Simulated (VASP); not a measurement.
Here is a VASP 6.6.1 calculation.

Contents of INCAR:

```
  PREC = Accurate
  ENCUT = 520
  EDIFF = 1E-6
  ISMEAR = 1
  SIGMA = 0.1
  LREAL = F
  LASPH = T
  NELM = 100
  ALGO = Normal
  ISIF = 2
  LWAVE = F
  LCHARG = F
  GGA = CA
  NBANDS = 20
```

KPOINTS

```
regular mesh
0
Gamma
  14 14 14
```

Contents of POSCAR:

```
PdRh
1.0
    1.3792100000      0.7962900000      4.4952500000
   -1.3792100000      0.7962900000      4.4952500000
    0.0000000000     -1.5925800000      4.4952500000
Pd Rh
1 1
Direct
    0.0000000000      0.0000000000      0.0000000000
    0.5000000000      0.5000000000      0.5000000000
```

Potentials or basis: VASP PAW LDA potentials, release 64 (Pd, Rh_pv).

Command:

```bash
$ cat potpaw_LDA.64/Pd/POTCAR potpaw_LDA.64/Rh_pv/POTCAR > POTCAR
$ mpirun -np 1 vasp_std > vasp.out
```

Problem. Estimate the pressure.

Solution. -17.0 GPa.

Problem. Predict the band gap on the k mesh.

Solution. Zero (an odd number of electrons rules out a gap without spin polarisation).

Caveat: the cell stands under tension.
